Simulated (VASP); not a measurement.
LaFeGe:

```
La Ge Fe
1.0
     4.23181    0.00000    0.00000
    -2.11590    3.66485    0.00000
     0.00000    0.00000    4.28578
La Ge Fe
1 1 1
Direct
  0.00000 0.00000 0.00000
  0.66667 0.33333 0.50000
  0.33333 0.66667 0.50000
```

Base run:

```yaml
Program: VASP 6.6.1
Functional: PBE
Potentials_or_basis: VASP PAW PBE potentials, release 64 (La, Ge_d, Fe)
Cutoff: 520 eV
k_mesh: 6 × 6 × 5
Occupations: fermi-dirac, width 0.05 eV
Spin: collinear spin, ferromagnetic start
Starting_moments: "[0.0, 0.0, 3.0] μB"
Fixed_moment: 3 μB
```

Its results: pressure 1.2 GPa; site moments La +0.06; Ge +0.07; Fe +2.60 μB.

The run is repeated on the same cell with these changes: fixed moment from 3 μB to 3.8 μB; moments at the start from [0.0, 0.0, 3.0] to [0.0, 0.0, 3.8]. What comes out?

Pressure 2.5 GPa; site moments La +0.21; Ge +0.09; Fe +2.88 μB.

Caveats: the total moment is fixed, so each spin has its own Fermi level.
